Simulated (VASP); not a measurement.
Write the native input for VASP 6.6.1 that does the following.

```
Task                   : single point
Functional             : PBEsol
Potentials or basis    : VASP PAW PBE potentials, release 64 (Ca_sv, Se)
Cutoff                 : 520 eV
k mesh                 : 8 × 8 × 8
Occupations            : gaussian, width 0.01 eV
Spin                   : non-collinear spin, zero start, spin-orbit coupling
Starting moments       : [[0.0, 0.0, 0.0], [0.0, 0.0, 0.0]] μB
Dipole correction      : no
Further INCAR settings : ALGO = Normal; EDIFF = 1e-07; NBANDS = 28
```

The structure of CaSe lies in POSCAR:

```
CaSe
1.0
    2.8757615717      2.8757615717      0.0000000000
   -2.8757615717      2.8757615717      0.0000000000
    0.0000000000      2.8757615717      2.9532973659
Ca Se
1 1
Direct
    0.0000000000      0.0000000000      0.0000000000
    0.5000000000      0.5000000000      0.0000000000
```

This cell differs from its parent crystal: film at in-plane strain -0.02.

One way to write it, as run:

INCAR

```
PREC = Accurate
ENCUT = 520
EDIFF = 1E-7
ISMEAR = 0
SIGMA = 0.01
LREAL = False
LASPH = True
NELM = 150
ALGO = Normal
ISIF = 2
LWAVE = False
LCHARG = True
MAGMOM = 0 0 0 0 0 0
LORBIT = 11
LSORBIT = True
GGA_COMPAT = False
LORBMOM = True
GGA = PS
LVHAR = True
NBANDS = 28
```

KPOINTS

```
regular mesh
0
Gamma
  8 8 8
```

Potentials or basis: VASP PAW PBE potentials, release 64 (Ca_sv, Se).

Launch:

```sh
$ cat potpaw_PBE.64/Ca_sv/POTCAR potpaw_PBE.64/Se/POTCAR > POTCAR
$ mpirun -np 1 vasp_ncl > vasp.out
```

Results of the run:

```
Pressure                                              : 2.2 GPa
Net moment                                            : 0.00 μB per cell
Valence electrons inside the program's atomic spheres : Ca 8.16; Se 3.94
```

Caveat: the cell differs from its parent crystal (film at in-plane strain -0.02); the PAW data sets were made with another functional, which shifts forces and pressure a little.

Wall time 3 min on 1 thread of Intel(R) Xeon(R) Platinum 8259CL CPU @ 2.50GHz (Skylake/Cascade Lake), with other jobs on the host, peak memory 0.36 GiB.
